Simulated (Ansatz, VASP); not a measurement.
## Fe: VASP beside Ansatz

The input INCAR:

```
PREC     = Accurate       # precision mode
ENCUT    = 520            # plane-wave cutoff, eV
EDIFF    = 1E-6           # SCF threshold, eV
ISMEAR   = -1             # smearing method
SIGMA    = 0.05           # smearing width, eV
LREAL    = False          # projectors in reciprocal space
LASPH    = True           # aspherical terms in the spheres
NELM     = 150            # most SCF steps
ALGO     = Normal         # electronic algorithm
ISIF     = 2              # what is computed and relaxed
LWAVE    = False          # write WAVECAR
LCHARG   = True           # write CHGCAR
ISPIN    = 2              # spin polarisation
MAGMOM   = 3              # initial moments
LORBIT   = 11             # projections on sites
LMAXMIX  = 4              # l up to which the mixer works
GGA      = B5             # functional
ALDAX    = 1.0          
AGGAX    = 1.0          
AGGAC    = 1.0          
ALDAC    = 0.0          
IVDW     = 13             # dispersion correction
VDW_S6   = 1.0          
VDW_S8   = 2.34076671   
VDW_A1   = 0.44488865   
VDW_A2   = 4.0933009    
LELF     = True           # ELF
LVHAR    = True         
NBANDS   = 14             # bands
```

Contents of KPOINTS:

```
regular mesh
0
Gamma
  13 13 13
```

File POSCAR:

```
Fe
1.0
   -1.4135427549      1.4135427549      1.4135427549
    1.4135427549     -1.4135427549      1.4135427549
    1.4135427549      1.4135427549     -1.4135427549
Fe
1
Direct
    0.0000000000      0.0000000000      0.0000000000
```

The input input.yaml:

```yaml
crystal:
  lattice:
    - [-1.4135427549, 1.4135427549, 1.4135427549]
    - [1.4135427549, -1.4135427549, 1.4135427549]
    - [1.4135427549, 1.4135427549, -1.4135427549]
  atoms:
    - { symbol: Fe, position: [0.0, 0.0, 0.0], spin: 3.0 }
hamiltonian:
  xc: blyp
  pseudopotentials: { kind: paw }
  dispersion: d4
magnetization:
  spin_polarized: true
kpoints:
  mp_grid: { grid: [13, 13, 13] }
scf:
  occupations: { method: fermi_dirac, width: 0.05 }
output:
  forces: true
  stress: true
  eigenvalues: true
```

Alike in both runs: task single point; functional BLYP; dispersion D4; k mesh 13 × 13 × 13; occupations fermi-dirac, width 0.05 eV; collinear spin.

```csv
,VASP,Ansatz
version,VASP 6.6.1,Ansatz 0.2.0
potentials or method,"VASP PAW PBE potentials, release 64 (Fe)",Ansatz PAW
plane-wave cutoff (eV),520,420
valence electrons in the cell,8,16
```

```csv
,VASP,Ansatz,Ansatz less VASP
gap on the k mesh at the Fermi level (eV),none,none,-
pressure (GPa),-1.0,-1.1,-0.17
net moment per atom (μB),2.10,2.09,-0.005
size of the moment on the site where the two differ most (μB),2.09,2.13,+0.042
```

VASP's potentials were made for PBE, not for BLYP. Site moments also hang on the region over which each program counts them. A gap of «none» marks a metal or a gap that the smearing closes. VASP's potentials hold 8 valence electrons a cell and Ansatz's 16, so a difference there can come from the potentials and not from the codes.
